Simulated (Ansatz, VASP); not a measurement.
## Pd in VASP and in Ansatz

The input POSCAR:

```
Pd
1.0
   -1.5826937604      1.5826937604      1.5826937604
    1.5826937604     -1.5826937604      1.5826937604
    1.5826937604      1.5826937604     -1.5826937604
Pd
1
Direct
    0.0000000000      0.0000000000      0.0000000000
```

INCAR.step1

```
SYSTEM = Pd
PREC     = Accurate       ! precision mode
ENCUT    = 520            ! plane-wave cutoff, eV
ISMEAR   = -1             ! smearing method
SIGMA    = 0.05           ! smearing width, eV
LREAL    = .FALSE.        ! projectors in reciprocal space
LASPH    = .TRUE.         ! aspherical terms in the spheres
NELM     = 100            ! most SCF steps
NBANDS   = 11             ! bands
GGA      = PE             ! functional
ALGO     = Normal         ! electronic algorithm
EDIFF    = 1E-4           ! SCF threshold, eV
LWAVE    = .TRUE.         ! write WAVECAR
LCHARG   = .FALSE.        ! write CHGCAR
```

INCAR.step2

```
SYSTEM = Pd
PREC     = Accurate       ! precision mode
ENCUT    = 520            ! plane-wave cutoff, eV
EDIFF    = 1E-6           ! SCF threshold, eV
ISMEAR   = -1             ! smearing method
SIGMA    = 0.05           ! smearing width, eV
LREAL    = .FALSE.        ! projectors in reciprocal space
LASPH    = .TRUE.         ! aspherical terms in the spheres
NELM     = 100            ! most SCF steps
ALGO     = Normal         ! electronic algorithm
ISIF     = 2              ! what is computed and relaxed
LWAVE    = .FALSE.        ! write WAVECAR
LCHARG   = .FALSE.        ! write CHGCAR
METAGGA  = R2SCAN         ! meta-GGA
LMIXTAU  = .TRUE.       
NBANDS   = 11             ! bands
ISTART   = 1
```

File KPOINTS:

```
regular mesh
0
G
  10 10 10
  0 0 0
```

Input for Ansatz:

```yaml
crystal:
  lattice:
    - [-1.582693760409884, 1.582693760409884, 1.582693760409884]
    - [1.582693760409884, -1.582693760409884, 1.582693760409884]
    - [1.582693760409884, 1.582693760409884, -1.582693760409884]
  atoms:
    - { symbol: Pd, position: [0.0, 0.0, 0.0] }
basis:
  ecutwfc: 600.0
kpoints:
  mp_grid:
    grid: [10, 10, 10]
hamiltonian:
  xc: r2scan
scf:
  occupations:
    method: fermi_dirac
    width: 0.05
output:
  stress: true
```

Alike in both runs: task single point; functional r2SCAN; k mesh 10 × 10 × 10; occupations fermi-dirac, width 0.05 eV; no spin polarisation.

|  | VASP | Ansatz |
| --- | --- | --- |
| version | VASP 6.6.1 | Ansatz 0.2.0 |
| potentials or method | VASP PAW PBE potentials, release 64 (Pd), cutoff 520 eV | plane waves, PAW |
| valence electrons in the cell | 10 | 18 |

|  | VASP | Ansatz | Ansatz less VASP |
| --- | --- | --- | --- |
| pressure (GPa) | -7.8 | -8.2 | -0.43 |

VASP's potentials were made for PBE, not for r2SCAN. VASP's potentials hold 10 valence electrons a cell and Ansatz's 18, so a difference there can come from the potentials and not from the codes.
